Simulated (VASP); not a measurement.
# BaTiO3 (R3m) in VASP: further runs, part 3 of 3

VASP 6.6.1. Earlier steps stand in the parts before.

## (5) Relaxation of shape and atoms at fixed volume, r2SCAN (13.81 Å³/atom)

This run uses another cell than the first one, of 13.81 Å³/atom.

POSCAR

```
BaTiO3
1.0
    2.8930017531      1.6702753409      2.3816858701
   -2.8930017531      1.6702753409      2.3816858701
    0.0000000000     -3.3405506818      2.3816858701
Ba Ti O
1 1 3
Direct
    0.0047927228      0.0047927228      0.0047927228
    0.5198683629      0.5198683629      0.5198683629
    0.4888862832      0.4888862832      0.9762663478
    0.4888862832      0.9762663478      0.4888862832
    0.9762663478      0.4888862832      0.4888862832
```

INCAR.step1

```
SYSTEM = BaTiO3
ALGO     = Normal         ! electronic algorithm
EDIFF    = 1E-5           ! SCF threshold, eV
EDIFFG   = -0.005         ! ionic threshold
ENCUT    = 660            ! plane-wave cutoff, eV
GGA      = PE             ! functional
GGA_COMPAT= .FALSE.      
IBRION   = 2              ! ionic algorithm
ISIF     = 3              ! what is computed and relaxed
ISMEAR   = 0              ! smearing method
LASPH    = .TRUE.         ! aspherical terms in the spheres
LCHARG   = .FALSE.        ! write CHGCAR
LREAL    = .FALSE.        ! projectors in reciprocal space
LWAVE    = .TRUE.         ! write WAVECAR
NELM     = 120            ! most SCF steps
NELMIN   = 4            
NSW      = 100            ! ionic steps
PREC     = Accurate       ! precision mode
SIGMA    = 0.02           ! smearing width, eV
```

INCAR.step2

```
SYSTEM = BaTiO3
ALGO     = Normal         ! electronic algorithm
EDIFF    = 1E-7           ! SCF threshold, eV
EDIFFG   = -0.01          ! ionic threshold
ENCUT    = 660            ! plane-wave cutoff, eV
GGA_COMPAT= .FALSE.      
IBRION   = 2              ! ionic algorithm
ISIF     = 4              ! what is computed and relaxed
ISMEAR   = 0              ! smearing method
ISTART   = 1            
LASPH    = .TRUE.         ! aspherical terms in the spheres
LCHARG   = .FALSE.        ! write CHGCAR
LMIXTAU  = .TRUE.       
LREAL    = .FALSE.        ! projectors in reciprocal space
LWAVE    = .FALSE.        ! write WAVECAR
METAGGA  = R2SCAN         ! meta-GGA
NELM     = 120            ! most SCF steps
NELMIN   = 4            
NSW      = 50             ! ionic steps
PREC     = Accurate       ! precision mode
SIGMA    = 0.02           ! smearing width, eV
```

KPOINTS

```
k-points
0
G
  6 6 6
  0 0 0
```

Potentials or basis: VASP PAW PBE potentials, release 64 (Ba_sv, Ti_sv, O).

Command:

```bash
cat potpaw_PBE.64/Ba_sv/POTCAR potpaw_PBE.64/Ti_sv/POTCAR potpaw_PBE.64/O/POTCAR > POTCAR
cp INCAR.step1 INCAR
mpirun -np 1 vasp_std > vasp.out
cp INCAR.step2 INCAR
mpirun -np 1 vasp_std > vasp.out
```

OUTCAR:

```text
SYSTEM = BaTiO3
   EDIFF = 1E-7
   EDIFFG = -0.01
   ENCUT = 660
   IBRION = 2
   ISIF = 4
   ISMEAR = 0
   ISTART = 1
   LASPH = .TRUE.
   LREAL = .FALSE.
   METAGGA = R2SCAN
   NELM = 120
   NELMIN = 4
   NSW = 50
   PREC = Accurate

 ion  position               nearest neighbor table
   1  0.005  0.005  0.005-   3 2.82   4 2.82   5 2.82   5 2.90   4 2.90   4 2.90   5 2.90   3 2.90
                             3 2.90   3 3.00   4 3.00   5 3.00   2 3.46   2 3.51   2 3.51   2 3.51
   2  0.520  0.520  0.520-   3 1.88   4 1.88   5 1.88   3 2.24   4 2.24   5 2.24   1 3.46   1 3.51
                             1 3.51   1 3.51   1 3.58   1 3.58   1 3.58   1 3.68
   3  0.489  0.489  0.976-   2 1.88   2 2.24   1 2.82   1 2.90   1 2.90   1 3.00
   4  0.489  0.976  0.489-   2 1.88   2 2.24   1 2.82   1 2.90   1 2.90   1 3.00
   5  0.976  0.489  0.489-   2 1.88   2 2.24   1 2.82   1 2.90   1 2.90   1 3.00

  LATTYP: Found a trigonal (rhomboedric) cell.
 ALAT       =     4.1026462730
 COS(alpha) =     0.0055127004

  Lattice vectors:

 A1 = (   2.8930017531,   1.6702753409,   2.3816858701)
 A2 = (  -2.8930017531,   1.6702753409,   2.3816858701)
 A3 = (   0.0000000000,  -3.3405506818,   2.3816858701)

Analysis of symmetry for initial positions (statically):
=====================================================================
[... 183 lines left out ...]

  FORCE on cell =-STRESS in cart. coord.  units (eV):
  Direction    XX          YY          ZZ          XY          YZ          ZX
  --------------------------------------------------------------------------------------
  -------------------------------------------------------------------------------------
  Total       -2.5736966     -2.5736966     -2.4532902     -0.0000000     -0.0000000      0.0000000
  in kB      -59.7166491    -59.7166491    -56.9228983     -0.0000000     -0.0000000      0.0000000
  external PRESSURE =     -58.7853989 kB  Pullay stress =       0.0000000 kB
[... 221 lines left out ...]
--------------------------------------- Ionic step        7  -------------------------------------------

 number of electron      39.9999991 magnetization

 Free energy of the ion-electron system (eV)
  ---------------------------------------------------
  ext. energy  EPLUGINS =         0.00000000
  ---------------------------------------------------
  free energy    TOTEN  =       -74.24134747 eV

  energy without entropy =      -74.24134747  energy(sigma->0) =      -74.24134747

 E-fermi :   3.0095     XC(G=0): -11.4632

 val. band max:        2.8736114431   @ k =   0.5000   0.5000   0.5000
 cond. band min:       5.9439421629   @ k =   0.1667   0.0000  -0.0000
 fundamental gap:      3.0703307198
 Fermi energy:         3.0095440277

 k-point     1 :       0.0000    0.0000    0.0000
  band No.  band energies     occupation
      1     -55.6433      2.00000
      2     -30.8473      2.00000
      3     -30.8411      2.00000
      4     -30.8411      2.00000
      5     -22.7727      2.00000
      6     -14.7139      2.00000
[... 637 lines left out ...]
     23       7.2884      0.00000
     24       8.7688      0.00000

 [... further k-points ...]
[... 5 lines left out ...]
  --------------------------------------------------------------------------------------
  -------------------------------------------------------------------------------------
  Total       -2.1304237     -2.1304237     -2.1188159     -0.0000000      0.0000000      0.0000000
  in kB      -49.4315315    -49.4315315    -49.1622001     -0.0000000      0.0000000      0.0000000
  external PRESSURE =     -49.3417544 kB  Pullay stress =       0.0000000 kB
[... 20 lines left out ...]
  FREE ENERGIE OF THE ION-ELECTRON SYSTEM (eV)
  ---------------------------------------------------
  free  energy   TOTEN  =       -74.2413474721 eV

  energy  without entropy=      -74.2413474721  energy(sigma->0) =      -74.24134747

 reached required accuracy - stopping structural energy minimisation
```

OUTCAR.step1:

```text
SYSTEM = BaTiO3
   EDIFF = 1E-5
   EDIFFG = -0.005
   ENCUT = 660
   GGA = PE
   IBRION = 2
   ISIF = 3
   ISMEAR = 0
   LASPH = .TRUE.
[... 1076 lines left out ...]
  -------------------------------------------------------------------------------------
  Total       -0.0050267     -0.0050267     -0.0059194      0.0000000      0.0000000      0.0000000
  in kB       -0.1192074     -0.1192074     -0.1403774      0.0000000      0.0000000      0.0000000
  external PRESSURE =      -0.1262641 kB  Pullay stress =       0.0000000 kB
[... 20 lines left out ...]
  FREE ENERGIE OF THE ION-ELECTRON SYSTEM (eV)
  ---------------------------------------------------
  free  energy   TOTEN  =       -40.0763705732 eV

  energy  without entropy=      -40.0763705732  energy(sigma->0) =      -40.07637057

 reached required accuracy - stopping structural energy minimisation
```

Run time: 11 min. Hardware: 1 thread of Intel Xeon 6975P-C (Granite Rapids), shared host; peak memory 0.27 GiB.

Results:

```yaml
Free_energy: -74.2413 eV
Energy_gained_by_relaxing: 0.7 meV/atom
Ionic_steps: 7
Pressure_after_relaxing: -4.9 GPa
Largest_force_after_relaxing: 0.006 eV/Å
Band_gap_on_the_k_mesh: 3.07 eV (least direct gap 3.67 eV)
```

Forces on the atoms (eV/Å):
```
Ba   0.000  0.000  0.006
Ti   0.000  0.000 -0.003
O    0.000  0.001 -0.001
O    0.001 -0.001 -0.001
O   -0.001 -0.001 -0.001
```

The path:
| step | energy change (eV) | largest force (eV/Å) | pressure (GPa) | volume (Å³) |
| --- | --- | --- | --- | --- |
| 1 | 0.0000 | 0.1873 | -5.88 | 69.05 |
| 2 | -0.0032 | 0.0334 | -5.07 | 69.05 |
| 3 | -0.0032 | 0.0185 | -4.98 | 69.05 |
| 4 | -0.0032 | 0.0189 | -4.96 | 69.05 |
| 5 | -0.0033 | 0.0153 | -4.94 | 69.05 |
| 6 | -0.0033 | 0.0131 | -4.92 | 69.05 |
| 7 | -0.0033 | 0.0057 | -4.93 | 69.05 |

Final structure:
```xyz
5
Lattice="2.8919 1.6696 2.3835 -2.8919 1.6696 2.3835 0.0000 -3.3393 2.3835" Properties=species:S:1:pos:R:3 pbc="T T T"
Ba    0.0000    0.0000    0.0368
Ti    0.0000    0.0000    3.7286
O     0.0000   -1.6203    4.6528
O    -1.4032    0.8101    4.6528
O     1.4032    0.8101    4.6528
```

Levels at points of the mesh, in eV from the valence-band top:
```csv
k point,band 16,band 17,band 18,band 19,band 20,band 21,band 22,band 23,band 24
"(0.00, 0.00, 0.00)",-1.38,-0.96,-0.76,-0.63,-0.63,3.07,3.07,3.23,4.80
"(0.50, 0.00, 0.00)",-2.01,-1.55,-1.45,-1.10,-0.94,3.20,4.07,4.23,4.75
"(0.50, 0.50, 0.00)",-2.50,-1.62,-0.94,-0.85,-0.09,4.15,4.19,4.48,5.15
"(0.50, 0.50, 0.50)",-2.41,-2.34,-0.04,-0.04,0.00,4.46,4.72,4.72,6.85
```

Caveat: the PAW data sets were made with another functional, which shifts forces and pressure a little; spin-orbit coupling is left out, which moves the levels of the heavy elements.

## (6) Overview

```csv
task,cell,gap on the mesh (eV),pressure (GPa),largest force (eV/Å)
single point,"a = 4.064 Å, angles 89.7°, 5 atoms, atomic positions A",3.03,-1.5,0.19
single point,"a = 4.103 Å, angles 89.6°, 5 atoms, atomic positions B",3.19,-4.1,0.20
single point,"a = 4.154 Å, angles 89.4°, 5 atoms, atomic positions C",3.33,-6.6,0.22
relaxation of shape and atoms at fixed volume,"relaxed from a = 4.103 Å, angles 89.7°, 5 atoms, atomic positions A",3.07,-4.9,0.01
```

Alike in all rows: level r2SCAN; potentials or basis VASP PAW PBE potentials, release 64 (Ba_sv, Ti_sv, O); no spin polarisation; k mesh 6 × 6 × 6; cutoff (eV) 660; smearing gaussian 0.02 eV.

Caveats: the PAW data sets were made with another functional, which shifts forces and pressure a little; spin-orbit coupling is left out, which moves the levels of the heavy elements; the cell stands under tension (at least some runs).

Total energies depend on the potentials used, so only differences within one code and one set of settings carry meaning.
